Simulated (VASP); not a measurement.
Here is a VASP 6.6.1 calculation.

File POSCAR:

```
ZnSe
1.0
    0.0000000000      2.6902369582      2.9936413972
    2.6902369582      0.0000000000      2.9936413972
    2.6902369582      2.6902369582      0.0000000000
Zn Se
1 1
Direct
    0.0000000000      0.0000000000      0.0000000000
    0.2500000000      0.2500000000      0.2500000000
```

Contents of INCAR.step1:

```
SYSTEM = ZnSe
PREC = Accurate
ENCUT = 520
ISMEAR = 0
SIGMA = 0.01
LREAL = .False.
LASPH = .True.
NELM = 100
NBANDS = 16
GGA = PE
ALGO = Normal
EDIFF = 1E-4
LWAVE = .True.
LCHARG = .False.
```

The input INCAR.step2:

```
SYSTEM = ZnSe
PREC = Accurate
ENCUT = 520
EDIFF = 1E-6
ISMEAR = 0
SIGMA = 0.01
LREAL = .False.
LASPH = .True.
NELM = 100
ALGO = Normal
ISIF = 2
LWAVE = .False.
LCHARG = .True.
METAGGA = R2SCAN
LMIXTAU = .True.
LELF = .True.
LVHAR = .True.
NBANDS = 16
ISTART = 1
```

Contents of KPOINTS:

```
regular mesh
0
Gamma
  8 8 8
  0 0 0
```

Potentials or basis: VASP PAW PBE potentials, release 64 (Zn, Se).

Launch:

```bash
$ cat potpaw_PBE.64/Zn/POTCAR potpaw_PBE.64/Se/POTCAR > POTCAR
$ cp INCAR.step1 INCAR
$ mpirun -np 1 vasp_std > vasp.out
$ cp INCAR.step2 INCAR
$ mpirun -np 1 vasp_std > vasp.out
```

Estimate the pressure.

3.4 GPa.

Estimate the band gap on the k mesh.

1.86 eV.

Stress tensor (GPa, compression positive):
```
5.00 0.00 0.00
0.00 5.00 0.00
0.00 0.00 0.11
```

Caveat: the cell differs from its parent crystal (epitaxial xy strain -5.0%); the cell stands under pressure; the PAW data sets were made with another functional, which shifts forces and pressure a little.
